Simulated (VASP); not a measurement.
Write the native input for VASP 6.6.1 that does the following.

```yaml
Task: single point
Functional: PBEsol
Potentials_or_basis: VASP PAW PBE potentials, release 64 (Pb_d)
Cutoff: 520 eV
k_mesh: 15 × 15 × 15
Occupations: methfessel-paxton, width 0.05 eV
Spin: no spin polarisation
Dipole_correction: no
Further_INCAR_settings: ALGO = Normal; EDIFF = 1e-07; NBANDS = 13
```

The structure of Pb lies in POSCAR:

```
Pb
1.0
   -1.6890494048      1.6890494048      1.6890494048
    1.6890494048     -1.6890494048      1.6890494048
    1.6890494048      1.6890494048     -1.6890494048
Pb
1
Direct
    0.0000000000      0.0000000000      0.0000000000
```

This isn't the form of Pb at room conditions, which is fcc.

One way to write it, as run:

INCAR

```
SYSTEM = Pb
ALGO = Normal ; EDIFF = 1E-7
ENCUT = 520 ; GGA = PS
ISIF = 2 ; ISMEAR = 1
LASPH = .TRUE. ; LCHARG = .FALSE.
LREAL = .FALSE. ; LWAVE = .FALSE.
NBANDS = 13 ; NELM = 100
PREC = Accurate ; SIGMA = 0.05
```

KPOINTS

```
k-points
0
G
  15 15 15
  0 0 0
```

Potentials or basis: VASP PAW PBE potentials, release 64 (Pb_d).

The run is started by

```bash
$ cat potpaw_PBE.64/Pb_d/POTCAR > POTCAR
$ mpirun -np 1 vasp_std > vasp.out
```

It gave:

```yaml
Pressure: 59.9 GPa
Band_gap_on_the_k_mesh: zero (bands 7 and 8 overlap by 14.72 eV)
```

Caveat: the cell stands under pressure; the PAW data sets were made with another functional, which shifts forces and pressure a little; spin-orbit coupling is left out, which moves the levels of the heavy elements.

It took 31 s on 1 thread of Intel Xeon 8259CL (shared host), peak memory 0.16 GiB.
